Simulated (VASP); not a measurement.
# Te2Mo (single layer cut from the bulk crystal) in VASP: single point with PBE

Aim: the single point of Te2Mo (single layer cut from the bulk crystal) with PBE.

All numbers are computed with VASP 6.6.1; they aren't measurements. Logs are shortened: lines on timing, memory, paths and dates and some standing lists are left out, and cuts for length are marked.

## 1. The cell of the first run

The cell holds a slab with vacuum, 3 atoms: a = 3.560 Å, b = 3.560 Å, c = 16.579 Å, α = 90.00°, β = 90.00°, γ = 120.00°.

## 2. Single point, PBE

File INCAR:

```
PREC     = Accurate       # precision mode
ENCUT    = 400            # plane-wave cutoff, eV
EDIFF    = 1E-6           # SCF threshold, eV
ISMEAR   = 0              # smearing method
SIGMA    = 0.05           # smearing width, eV
LREAL    = False          # projectors in reciprocal space
LASPH    = True           # aspherical terms in the spheres
NELM     = 120            # most SCF steps
ALGO     = Normal         # electronic algorithm
ISIF     = 2              # what is computed and relaxed
LWAVE    = False          # write WAVECAR
LCHARG   = True           # write CHGCAR
GGA      = PE             # functional
LELF     = True           # ELF
LVHAR    = True         
NBANDS   = 20             # bands
GGA_COMPAT= False        
NELMDL   = -8
```

File KPOINTS:

```
Automatic mesh
0
Gamma
  24 24 1
```

File POSCAR:

```
Te2Mo
1.0
    3.5603917400      0.0000000000      0.0000000000
   -1.7801958700      3.0833896900      0.0000000000
    0.0000000000      0.0000000000     16.5794796400
Te Mo
2 1
Direct
    0.3333333300      0.6666666700      0.3921050500
    0.3333333300      0.6666666700      0.6078949500
    0.0000000000      0.0000000000      0.5000000000
```

Potentials or basis: VASP PAW PBE potentials, release 64 (Te, Mo_sv).

On the command line:

```console
$ cat potpaw_PBE.64/Te/POTCAR potpaw_PBE.64/Mo_sv/POTCAR > POTCAR
$ mpirun -np 1 vasp_std > vasp.out
```

OUTCAR:

```text
PREC = Accurate
   ENCUT = 400
   EDIFF = 1E-6
   ISMEAR = 0
   LREAL = False
   LASPH = True
   NELM = 120
   ISIF = 2
   GGA = PE
   NELMDL = -8

 ion  position               nearest neighbor table
   1  0.333  0.667  0.392-   3 2.72   3 2.72   3 2.72   2 3.58
   2  0.333  0.667  0.608-   3 2.72   3 2.72   3 2.72   1 3.58
   3  0.000  0.000  0.500-   1 2.72   2 2.72   1 2.72   2 2.72   1 2.72   2 2.72

  LATTYP: Found a hexagonal cell.
 ALAT       =     3.5603917400
 C/A-ratio  =     4.6566447882

  Lattice vectors:

 A1 = (   3.5603917400,   0.0000000000,   0.0000000000)
 A2 = (  -1.7801958700,   3.0833896900,   0.0000000000)
 A3 = (   0.0000000000,   0.0000000000,  16.5794796400)

Analysis of symmetry for initial positions (statically):
=====================================================================
 Subroutine PRICEL returns:
 Original cell was already a primitive cell.

 Routine SETGRP: Setting up the symmetry group for a
 hexagonal supercell.

 Subroutine GETGRP returns: Found 12 space group operations
 (whereof 12 operations were pure point group operations)
 out of a pool of 24 trial point group operations.

The static configuration has the point symmetry D_3h.

Analysis of symmetry for dynamics (positions and initial velocities):
=====================================================================
 Subroutine PRICEL returns:
 Original cell was already a primitive cell.

 Routine SETGRP: Setting up the symmetry group for a
 hexagonal supercell.

 Subroutine GETGRP returns: Found 12 space group operations
 (whereof 12 operations were pure point group operations)
 out of a pool of 24 trial point group operations.

The dynamic configuration has the point symmetry D_3h.

 Subroutine INISYM returns: Found 12 space group operations
 (whereof 12 operations are pure point group operations),
 and found     1 'primitive' translations

----------------------------------------------------------------------------------------

                                     Primitive cell

  volume of cell :     182.0108

  direct lattice vectors                    reciprocal lattice vectors
     3.560391740  0.000000000  0.000000000     0.280867970  0.162159198  0.000000000
    -1.780195870  3.083389690  0.000000000     0.000000000  0.324318396  0.000000000
     0.000000000  0.000000000 16.579479640     0.000000000  0.000000000  0.060315524

  length of vectors
     3.560391740  3.560391736 16.579479640     0.324318396  0.324318396  0.060315524

  position of ions in fractional coordinates (direct lattice)
     0.333333330  0.666666670  0.392105050
     0.333333330  0.666666670  0.607894950
     0.000000000  0.000000000  0.500000000

  ion indices of the primitive-cell ions
   primitive index   ion index
                 1           1
                 2           2
                 3           3

----------------------------------------------------------------------------------------

 KPOINTS: Automatic mesh

Automatic generation of k-mesh.
 Grid dimensions read from file:
 generate k-points for:   24   24    1

 Generating k-lattice:

  Cartesian coordinates                     Fractional coordinates (reciprocal lattice)
     0.011702832  0.006756633  0.000000000     0.041666667  0.000000000  0.000000000
     0.000000000  0.013513267  0.000000000     0.000000000  0.041666667  0.000000000
     0.000000000  0.000000000  0.060315524     0.000000000  0.000000000  1.000000000

  Length of vectors
     0.013513267  0.013513267  0.060315524

  Shift w.r.t. Gamma in fractional coordinates (k-lattice)
     0.000000000  0.000000000  0.000000000

 Subroutine IBZKPT returns following result:
 ===========================================

 Found     61 irreducible k-points:

 Following reciprocal coordinates:
            Coordinates               Weight
  0.000000  0.000000  0.000000      1.000000
  0.041667 -0.000000  0.000000      6.000000
  0.083333 -0.000000  0.000000      6.000000
  0.125000  0.000000  0.000000      6.000000
  0.166667  0.000000  0.000000      6.000000
  0.208333 -0.000000  0.000000      6.000000
[... 16 lines left out ...]
  0.416667  0.041667  0.000000     12.000000
  0.458333  0.041667  0.000000     12.000000
 [... further k-points ...]
   k-points           NKPTS =     61   k-points in BZ     NKDIM =     61   number of bands    NBANDS=     20
   number of dos      NEDOS =    301   number of ions     NIONS =      3
   total plane-waves  NPLWV =  62208
   dimension x,y,z NGX =    24 NGY =   24 NGZ =  108
   dimension x,y,z NGXF=    48 NGYF=   48 NGZF=  216
   ions per type =               2   1
   NGX,Y,Z   is equivalent  to a cutoff of  11.21, 11.21, 10.83 a.u.
   NGXF,Y,Z  is equivalent  to a cutoff of  22.41, 22.41, 21.66 a.u.
 SYSTEM =  unknown system
   PREC   = accura    normal or accurate (medium, high low for compatibility)
   ISTART =      0    job   : 0-new  1-cont  2-samecut
   ICHARG =      2    charge: 1-file 2-atom 10-const
   ISPIN  =      1    spin polarized calculation?
   LNONCOLLINEAR =      F non collinear calculations
   LSORBIT =      F    spin-orbit coupling
   LASPH  =      T    aspherical Exc in radial PAW
   ENCUT  =  400.0 eV  29.40 Ry    5.42 a.u.   5.81  5.81 27.04*2*pi/ulx,y,z
   NELM   =    120;   NELMIN=  2; NELMDL= -8     # of ELM steps
   EDIFF  = 0.1E-05   stopping-criterion for ELM
   LREAL  =      F    real-space projection
   EDIFFG = 0.1E-04   stopping-criterion for IOM
   NSW    =      0    number of steps for IOM
   IBRION =     -1    ionic relax: 0-MD 1-quasi-New 2-CG
   NFREE  =      0    steps in history (QN), initial steepest desc. (CG)
   ISIF   =      2    stress and relaxation
   ISYM   =      2    0-nonsym 1-usesym 2-fastsym
   POTIM  = 0.5000    time-step for ionic-motion
   TEBEG  =    0.0;   TEEND  =   0.0 temperature during run
   PSTRESS=    0.0 pullay stress
   NELECT =      26.0000    total number of electrons
   NUPDOWN=      -1.0000    fix difference up-down
   EMIN   =  10.00;   EMAX   =-10.00  energy-range for DOS
   EFERMI =   0.00;   METHOD = LEGACY
   ISMEAR =     0;   SIGMA  =   0.05  broadening in eV -4-tet -1-fermi 0-gaus
   EFERMI_NEDOS =   21; number of points for ismear=-14 and -15
   IALGO  =     38    algorithm
   IMIX   =      4    mixing-type and parameters
     AMIX     =   0.40;   BMIX     =  1.00
     AMIX_MAG =   1.60;   BMIX_MAG =  1.00
  volume/ion in A,a.u.               =      60.67       409.42
  Fermi-wavevector in a.u.,A,eV,Ry     =   0.855789  1.617208  9.964574  0.732376
  Thomas-Fermi vector in A             =   1.972592
   LORBIT       =      0    0 simple, 1 ext, 2 COOP (PROOUT), +10 PAW based schemes
   GGA     = PE    functional components
   LHFCALC =     F    Hartree Fock is set to
   AEXX    =    0.0000 exact exchange contribution
   IVDW    =     0    specifies the selected vdW correction
   LEPSILON=     F    determine dielectric tensor
   LRPA    =     F    only Hartree local field effects (RPA)
 non-spin polarized calculation
 Gauss-broadening in eV      SIGMA  =   0.05
  energy-cutoff  :      400.00
  volume of cell :      182.01
 maximum number of plane-waves:      3332
 NGX is ok and might be reduce to    24
   NGX = 11   NGY = 11   NGZ = 55

 number of electron      25.9999999 magnetization

 Free energy of the ion-electron system (eV)
  ---------------------------------------------------
  ext. energy  EPLUGINS =         0.00000000
  ---------------------------------------------------
  free energy    TOTEN  =       -18.01846378 eV

  energy without entropy =      -18.01846378  energy(sigma->0) =      -18.01846378

 E-fermi :   0.7145     XC(G=0):  -5.0004

 val. band max:        0.3847810368   @ k =   0.3333   0.3333   0.0000
 cond. band min:       1.4315701034   @ k =   0.3333   0.3333   0.0000
 fundamental gap:      1.0467890666
 Fermi energy:         0.7145277438

 k-point     1 :       0.0000    0.0000    0.0000
  band No.  band energies     occupation
      1     -60.2760      2.00000
      2     -34.4234      2.00000
      3     -34.3306      2.00000
      4     -34.3306      2.00000
      5     -12.1514      2.00000
      6     -11.1655      2.00000
[... 12 lines left out ...]
     19       5.1111      0.00000
     20       6.0386      0.00000

 k-point     2 :       0.0417   -0.0000    0.0000
  band No.  band energies     occupation
      1     -60.2759      2.00000
      2     -34.4231      2.00000
      3     -34.3326      2.00000
      4     -34.3311      2.00000
      5     -12.1280      2.00000
      6     -11.1495      2.00000
[... 12 lines left out ...]
     19       5.1407      0.00000
     20       6.1111      0.00000

 k-point     3 :       0.0833   -0.0000    0.0000
  band No.  band energies     occupation
      1     -60.2754      2.00000
      2     -34.4219      2.00000
      3     -34.3384      2.00000
      4     -34.3324      2.00000
      5     -12.0582      2.00000
      6     -11.1019      2.00000
[... 12 lines left out ...]
     19       5.2272      0.00000
     20       6.2621      0.00000

 k-point     4 :       0.1250    0.0000    0.0000
  band No.  band energies     occupation
      1     -60.2748      2.00000
      2     -34.4199      2.00000
      3     -34.3476      2.00000
      4     -34.3346      2.00000
      5     -11.9438      2.00000
      6     -11.0239      2.00000
[... 12 lines left out ...]
     19       5.3672      0.00000
     20       6.4200      0.00000

 k-point     5 :       0.1667    0.0000    0.0000
  band No.  band energies     occupation
      1     -60.2739      2.00000
      2     -34.4172      2.00000
      3     -34.3594      2.00000
      4     -34.3373      2.00000
      5     -11.7879      2.00000
      6     -10.9177      2.00000
[... 12 lines left out ...]
     19       5.5572      0.00000
     20       6.5800      0.00000
[... 353 lines left out ...]
      6     -10.2195      2.00000
[... 12 lines left out ...]
     19       6.3099      0.00000
     20       6.5921      0.00000

 k-point    22 :       0.3750    0.0417    0.0000
  band No.  band energies     occupation
      1     -60.2685      2.00000
      2     -34.4328      2.00000
      3     -34.4005      2.00000
      4     -34.3559      2.00000
      5     -10.5161      2.00000
      6     -10.0762      2.00000
[... 12 lines left out ...]
     19       6.5652      0.00000
     20       6.5852      0.00000

 k-point    23 :       0.4167    0.0417    0.0000
  band No.  band energies     occupation
      1     -60.2680      2.00000
      2     -34.4401      2.00000
      3     -34.3989      2.00000
      4     -34.3577      2.00000
      5     -10.3414      2.00000
      6      -9.9672      2.00000
[... 12 lines left out ...]
     19       6.5479      0.00000
     20       6.8538      0.00000

 k-point    24 :       0.4583    0.0417    0.0000
  band No.  band energies     occupation
      1     -60.2677      2.00000
      2     -34.4438      2.00000
      3     -34.3981      2.00000
      4     -34.3586      2.00000
      5     -10.2445      2.00000
      6      -9.9079      2.00000
[... 12 lines left out ...]
     19       6.5684      0.00000
     20       7.0303      0.00000

 [... further k-points ...]

------------------------ aborting loop because EDIFF is reached ----------------------------------------

  FORCE on cell =-STRESS in cart. coord.  units (eV):
  Direction    XX          YY          ZZ          XY          YZ          ZX
  --------------------------------------------------------------------------------------
  -------------------------------------------------------------------------------------
  Total        0.0995980      0.0995980      0.7742943      0.0000000      0.0000000     -0.0000000
  in kB        0.8767264      0.8767264      6.8158427      0.0000000      0.0000000     -0.0000000
  external PRESSURE =       2.8564318 kB  Pullay stress =       0.0000000 kB

 VOLUME and BASIS-vectors are now :
 -----------------------------------------------------------------------------
  energy-cutoff  :      400.00
  volume of cell :      182.01
      direct lattice vectors                 reciprocal lattice vectors
     3.560391740  0.000000000  0.000000000     0.280867970  0.162159198  0.000000000
    -1.780195870  3.083389690  0.000000000     0.000000000  0.324318396  0.000000000
     0.000000000  0.000000000 16.579479640     0.000000000  0.000000000  0.060315524

 POSITION                                       TOTAL-FORCE (eV/Angst)
 -----------------------------------------------------------------------------------
     -0.00000      2.05559      6.50090         0.000000      0.000000     -0.247875
     -0.00000      2.05559     10.07858         0.000000      0.000000      0.247875
      0.00000      0.00000      8.28974        -0.000000     -0.000000      0.000000
 -----------------------------------------------------------------------------------
    total drift:                                0.000009     -0.000006      0.000000

  FREE ENERGIE OF THE ION-ELECTRON SYSTEM (eV)
  ---------------------------------------------------
  free  energy   TOTEN  =       -18.0184637775 eV

  energy  without entropy=      -18.0184637775  energy(sigma->0) =      -18.01846378
```

Run time: 3.2 min. Hardware: 1 thread of Intel Xeon 6975P-C, shared host; peak memory 0.32 GiB.

What came out:

```
Free energy            : -18.0185 eV
Largest force          : 0.248 eV/Å
Band gap on the k mesh : 1.05 eV, direct
```

Forces in eV/Å, atoms in the order of the input:
```
Te   0.000  0.000 -0.248
Te   0.000  0.000  0.248
Mo   0.000  0.000  0.000
```

Caveat: spin-orbit coupling is left out, which moves the levels of the heavy elements.
